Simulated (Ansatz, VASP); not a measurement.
One calculation of ZnCu, two programs

The input INCAR:

```
ALGO = Normal
EDIFF = 1E-6
EDIFFG = -0.01
ENCUT = 600
GGA = RE
IBRION = 2
ISIF = 3
ISMEAR = -1
LASPH = T
LCHARG = F
LREAL = F
LWAVE = F
NELM = 60
NSW = 60
PREC = Accurate
SIGMA = 0.05
```

The input KPOINTS:

```
k-points
0
Gamma
  9 9 9
```

File POSCAR:

```
ZnCu
1.0
    2.9450000000      0.0000000000      0.0000000000
    0.0000000000      2.9450000000      0.0000000000
    0.0000000000      0.0000000000      2.9450000000
Zn Cu
1 1
Direct
    0.5000000000      0.5000000000      0.5000000000
    0.0000000000      0.0000000000      0.0000000000
```

File input.yaml:

```yaml
crystal:
  lattice:
    - [2.945, 0.0, 0.0]
    - [0.0, 2.945, 0.0]
    - [0.0, 0.0, 2.945]
  atoms:
    - { symbol: Zn, position: [0.5, 0.5, 0.5] }
    - { symbol: Cu, position: [0.0, 0.0, 0.0] }
hamiltonian:
  xc: revpbe
  pseudopotentials: { kind: paw }
kpoints:
  mp_grid: { grid: [9, 9, 9] }
scf:
  occupations: { method: fermi_dirac, width: 0.05 }
output:
  forces: true
  stress: true
  eigenvalues: true
  write_density: true
  write_potential: true
  elf: true
  volumetric_format: npy
relax:
  f_tol: 0.01
  max_steps: 40
  cell: { stress_tol: 0.05 }
```

Alike in both runs: task relaxation of cell and atoms; functional revPBE; k mesh 9 × 9 × 9; occupations fermi-dirac, width 0.05 eV; no spin polarisation.

|  | VASP | Ansatz |
| --- | --- | --- |
| version | VASP 6.6.1 | Ansatz 0.2.0 |
| potentials or method | VASP PAW PBE potentials, release 64 (Zn, Cu) | Ansatz PAW |
| plane-wave cutoff (eV) | 600 | 420 |
| valence electrons in the cell | 23 | 31 |

Ansatz gave:

* gap on the k mesh at the Fermi level, each at its own relaxed structure (eV): none
* relaxed volume (Å³/atom): 13.41
* relaxed cell length with the largest relative difference (Å): 2.993

Estimate VASP's values.

gap on the k mesh at the Fermi level, each at its own relaxed structure (eV): none; relaxed volume (Å³/atom): 13.47; relaxed cell length with the largest relative difference (Å): 2.998.

VASP's potentials were made for PBE, not for revPBE. A gap of «none» marks a metal or a gap that the smearing closes. VASP's potentials hold 23 valence electrons a cell and Ansatz's 31, so a difference there can come from the potentials and not from the codes.

Noted on Ansatz's run: the plane-wave basis is chosen anew once the cell has moved, so the energies of steps on either side of that aren't comparable.
